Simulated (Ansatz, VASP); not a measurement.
Al in VASP and in Ansatz

INCAR

```
SYSTEM = Al
  PREC = Accurate
  ENCUT = 400
  EDIFF = 1E-6
  ISMEAR = 1
  SIGMA = 0.1
  LREAL = .False.
  LASPH = .True.
  NELM = 120
  ALGO = Normal
  ISIF = 2
  LWAVE = .False.
  LCHARG = .False.
  LDIPOL = .True.
  IDIPOL = 3
  DIPOL = 0.5 0.5 0.379
  GGA = PS
  IVDW = 13
  NBANDS = 30
  GGA_COMPAT = .False.
  NELMDL = -8
```

KPOINTS

```
Automatic mesh
0
Gamma
  9 9 1
  0 0 0
```

File POSCAR:

```
Al
1.0
    0.0000000000      5.5173242020      0.0000000000
   -4.7781429199     -2.7586621010      0.0000000000
    0.0000000000      0.0000000000     24.6996809388
Al
12
Direct
    0.0000000000      0.0000000000      0.2834044706
    0.0000000000      0.5000000000      0.2834044706
    0.5000000000      1.0000000000      0.2834044706
    0.5000000000      0.5000000000      0.2834044706
    0.3328507530      0.1649019228      0.3785350672
    0.3320511698      0.6671492470      0.3785350672
    0.8333333333      0.1666666667      0.3788915665
    0.8350980772      0.6679488302      0.3785350672
    0.6677675871      0.3343925767      0.4725003163
    0.6656074233      0.8333750104      0.4725003163
    0.1666249896      0.3322324129      0.4725003163
    0.1666666667      0.8333333333      0.4787918805
```

Input for Ansatz:

```yaml
crystal:
  lattice:
    - [0.0, 5.517324202, 0.0]
    - [-4.7781429199, -2.758662101, 0.0]
    - [0.0, 0.0, 24.6996809388]
  atoms:
    - { symbol: Al, position: [0.0, 0.0, 0.2834044706] }
    - { symbol: Al, position: [0.0, 0.5, 0.2834044706] }
    - { symbol: Al, position: [0.5, 1.0, 0.2834044706] }
    - { symbol: Al, position: [0.5, 0.5, 0.2834044706] }
    - { symbol: Al, position: [0.332850753, 0.1649019228, 0.3785350672] }
    - { symbol: Al, position: [0.3320511698, 0.667149247, 0.3785350672] }
    - { symbol: Al, position: [0.8333333333, 0.1666666667, 0.3788915665] }
    - { symbol: Al, position: [0.8350980772, 0.6679488302, 0.3785350672] }
    - { symbol: Al, position: [0.6677675871, 0.3343925767, 0.4725003163] }
    - { symbol: Al, position: [0.6656074233, 0.8333750104, 0.4725003163] }
    - { symbol: Al, position: [0.1666249896, 0.3322324129, 0.4725003163] }
    - { symbol: Al, position: [0.1666666667, 0.8333333333, 0.4787918805] }
basis:
  ecutwfc: 420
kpoints:
  mp_grid: { grid: [9, 9, 1] }
hamiltonian:
  xc: pbesol
  dispersion: d4
  pseudopotentials: { kind: paw, azcp: { folder: soft_1 } }
scf:
  occupations: { method: methfessel_paxton, width: 0.1 }
  n_extra_bands: 14
  max_iter: 160
output:
  forces: true
  eigenvalues: true
efield:
  axis: 3
  dipole_correction: true
```

Alike in both runs: task single point; functional PBEsol; dispersion D4; k mesh 9 × 9 × 1; occupations methfessel-paxton of order 1, width 0.1 eV; no spin polarisation.

```csv
,VASP,Ansatz
version,VASP 6.6.1,Ansatz 0.2.0
potentials or method,"VASP PAW PBE potentials, release 64 (Al), cutoff 400 eV","scalar-relativistic, plane waves, PAW"
valence electrons in the cell,36,36
```

```tsv
	VASP	Ansatz	Ansatz less VASP
gap on the k mesh at the Fermi level (eV)	none	none	-
rms of the force components (eV/Å)	0.059	0.059	0.0000
```

VASP's potentials were made for PBE, not for PBEsol, and Ansatz warns of the same on its side. Atom by atom the forces differ by 0.002 eV/Å (rms over components). A gap of «none» marks a metal or a gap that the smearing closes.
